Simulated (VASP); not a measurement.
Wanted: the native input for a VASP 6.6.1 run.

* Task: relaxation of cell and atoms
* Functional: PBE
* Potentials or basis: VASP PAW PBE potentials, release 64 (Nb_sv, In_d, S)
* Cutoff: 600 eV
* k mesh: 3 × 3 × 6
* Occupations: gaussian, width 0.1 eV
* Spin: collinear spin, ferrimagnetic start
* Starting moments: [3.23, 0.0, 0.0, -0.01, -0.01, -0.01] μB
* Dipole correction: no
* Further INCAR settings: ALGO = Normal; EDIFF = 1e-07; IBRION = 2; EDIFFG = -0.04; NSW = 90; ISIF = 3

The structure of NbIn2S3 lies in POSCAR:

```
NbIn2S3
1.0
    6.5572851800      0.0000000000      0.0000000000
   -3.2786425900      5.6787755500      0.0000000000
    0.0000000000      0.0000000000      3.5830803900
Nb In S
1 2 3
Direct
    0.0000000000      0.0000000000      0.0000000000
    0.6666666700      0.3333333300      0.0000000000
    0.3333333300      0.6666666700      0.0000000000
    0.0000000000      0.5000000000      0.5000000000
    0.5000000000      0.0000000000      0.5000000000
    0.5000000000      0.5000000000      0.5000000000
```

The input as run:

INCAR

```
PREC     = Accurate       # precision mode
ENCUT    = 600            # plane-wave cutoff, eV
EDIFF    = 1E-7           # SCF threshold, eV
ISMEAR   = 0              # smearing method
SIGMA    = 0.1            # smearing width, eV
LREAL    = False          # projectors in reciprocal space
LASPH    = True           # aspherical terms in the spheres
NELM     = 150            # most SCF steps
ALGO     = Normal         # electronic algorithm
ISIF     = 3              # what is computed and relaxed
LWAVE    = False          # write WAVECAR
LCHARG   = False          # write CHGCAR
ISPIN    = 2              # spin polarisation
MAGMOM   = 3.23 0 0 -0.01 -0.01 -0.01 # initial moments
LORBIT   = 11             # projections on sites
LMAXMIX  = 4              # l up to which the mixer works
GGA      = PE             # functional
IBRION   = 2              # ionic algorithm
NSW      = 90             # ionic steps
EDIFFG   = -0.04          # ionic threshold
```

KPOINTS

```
Automatic mesh
0
Gamma
  3 3 6
```

Potentials or basis: VASP PAW PBE potentials, release 64 (Nb_sv, In_d, S).

Launch:

```console
$ cat potpaw_PBE.64/Nb_sv/POTCAR potpaw_PBE.64/In_d/POTCAR potpaw_PBE.64/S/POTCAR > POTCAR
$ mpirun -np 1 vasp_std > vasp.out
```

It gave:

- Relaxed volume: 24.35 Å³/atom
- Relaxed cell: a = 6.950 Å, b = 6.950 Å, c = 3.492 Å, α = 90.00°, β = 90.00°, γ = 120.00°
- Space group after relaxing (to 0.05 Å): P6/mmm (No. 191)
- Energy gained by relaxing: 58.9 meV/atom
- Ionic steps: 4
- Pressure after relaxing: -0.1 GPa
- Net moment: 3.63 μB per cell
- Site moments: Nb +2.45; In +0.00; S -0.01 μB
- Valence electrons inside the program's atomic spheres: Nb 10.56; In 11.31; S 3.69

Caveat: the k points lie up to 0.35 Å⁻¹ apart in the final cell.

Wall time 17 min on 1 thread of Intel(R) Xeon(R) Platinum 8259CL CPU @ 2.50GHz (Skylake/Cascade Lake) (shared host), peak memory 0.42 GiB.
